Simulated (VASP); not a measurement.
A run of VASP 6.6.1 is set up as follows.

File INCAR:

```
SYSTEM = BaO
PREC = Accurate
ENCUT = 1340
EDIFF = 1E-6
ISMEAR = 0
SIGMA = 0.02
LREAL = .FALSE.
LASPH = .TRUE.
NELM = 120
ALGO = Normal
ISIF = 2
LWAVE = .FALSE.
LCHARG = .FALSE.
GGA = PE
NBANDS = 15
GGA_COMPAT = .FALSE.
```

KPOINTS

```
regular mesh
0
G
  8 8 8
  0 0 0
```

Contents of POSCAR:

```
BaO
1.0
    0.0000000000      2.7870094962      2.7870094962
    2.7870094962      0.0000000000      2.7870094962
    2.7870094962      2.7870094962      0.0000000000
Ba O
1 1
Direct
    0.0000000000      0.0000000000      0.0000000000
    0.5000000000      0.5000000000      0.5000000000
```

Potentials or basis: VASP PAW PBE potentials, release 64 (Ba_sv, O_h).

Run with:

```console
$ cat potpaw_PBE.64/Ba_sv/POTCAR potpaw_PBE.64/O_h/POTCAR > POTCAR
$ mpirun -np 1 vasp_std > vasp.out
```

(1) What does it give for the band gap on the k mesh?

(2) Estimate the pressure.

Results:

(1) 2.04 eV.

(2) 1.5 GPa.

Caveat: spin-orbit coupling is left out, which moves the levels of the heavy elements.
